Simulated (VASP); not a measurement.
Set up this calculation in VASP 6.6.1, as the native input.

```
Task                   : single point
Functional             : PBE
Potentials or basis    : VASP PAW PBE potentials, release 64 (W_sv, Mo_sv)
Cutoff                 : 520 eV
k mesh                 : 3 × 3 × 3
Occupations            : gaussian, width 0.1 eV
Spin                   : no spin polarisation
Dipole correction      : no
Further INCAR settings : LREAL = Auto; ALGO = Normal; EDIFF = 1e-07; NBANDS = 118
```

The structure of MoW14 (a cell with a defect) lies in POSCAR:

```
MoW14
1.0
    6.3200000000      0.0000000000      0.0000000000
    0.0000000000      6.3200000000      0.0000000000
    0.0000000000      0.0000000000      6.3200000000
W Mo
14 1
Direct
   -0.0003426243     -0.0001284117     -0.0001249105
    0.4990823830     -0.0003808846     -0.0004059738
   -0.0006475095      0.4994749120     -0.0003775194
   -0.0006385418     -0.0003675684      0.4994020888
    0.4988661861      0.4991675197     -0.0002950789
    0.4987838981     -0.0002478954      0.4990775819
    0.7473404530      0.2513329847      0.2512972489
   -0.0009631451      0.4990743360      0.4990114022
    0.2510327853      0.7476591375      0.2513629679
    0.2509358201      0.2513618781      0.7476049277
    0.7460340890      0.7464545765      0.2523630952
    0.7460139131      0.2522866425      0.7464468953
    0.2520347127      0.7463437101      0.7462926372
    0.7471311500      0.7474894058      0.7475101650
    0.2518667304      0.2522705574      0.2521734726
```

These files were run (other wordings do the same):

INCAR

```
SYSTEM = MoW14
PREC = Accurate ; ENCUT = 520
EDIFF = 1E-7 ; ISMEAR = 0
SIGMA = 0.1 ; LREAL = Auto
LASPH = .TRUE. ; NELM = 100
ALGO = Normal ; ISIF = 2
LWAVE = .FALSE. ; LCHARG = .TRUE.
GGA = PE ; LELF = .TRUE.
LVHAR = .TRUE. ; NBANDS = 118
```

KPOINTS

```
Automatic mesh
0
G
  3 3 3
  0 0 0
```

Potentials or basis: VASP PAW PBE potentials, release 64 (W_sv, Mo_sv).

The run is started by

```bash
$ cat potpaw_PBE.64/W_sv/POTCAR potpaw_PBE.64/Mo_sv/POTCAR > POTCAR
$ mpirun -np 1 vasp_std > vasp.out
```

It gave:

```
Pressure      : -0.4 GPa
Largest force : 0.022 eV/Å
```

It took 6.5 min on 1 thread of Intel(R) Xeon(R) 6975P-C (Granite Rapids), on a shared host, peak memory 0.46 GiB.
